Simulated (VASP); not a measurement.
Cu, 2 atoms in the cell. Symmetry: P6_3/mmc, No. 194, hexagonal system. The conventional cell has a = 2.515 Å, b = 2.515 Å, c = 4.107 Å, α = 90.00°, β = 90.00°, γ = 120.00°. Within 3.3 Å of Cu (site symmetry -6m2) lie 12 Cu at 2.52 Å. This isn't the form of Cu at room conditions, which is fcc.

```yaml
Program: VASP 6.6.1
Task: single point
Functional: PBE
Potentials_or_basis: VASP PAW PBE potentials, release 64 (Cu)
Cutoff: 520 eV
k_mesh: 21 × 21 × 12
Occupations: gaussian, width 0.15 eV
Spin: no spin polarisation
Dipole_correction: no
Further_INCAR_settings: ALGO = Fast; EDIFF = 1e-07; NBANDS = 18
```

Potentials or basis: VASP PAW PBE potentials, release 64 (Cu).

Launch:

```bash
$ cat potpaw_PBE.64/Cu/POTCAR > POTCAR
$ mpirun -np 1 vasp_std > vasp.out
```

Hardware: 1 thread of Intel Xeon 8259CL, on a shared host.

Question: Estimate the wall time of this run.

Answer: It took 3.9 min on 1 thread of Intel Xeon 8259CL, on a shared host, peak memory 0.23 GiB. Counts: scf iterations 17, k points 336.
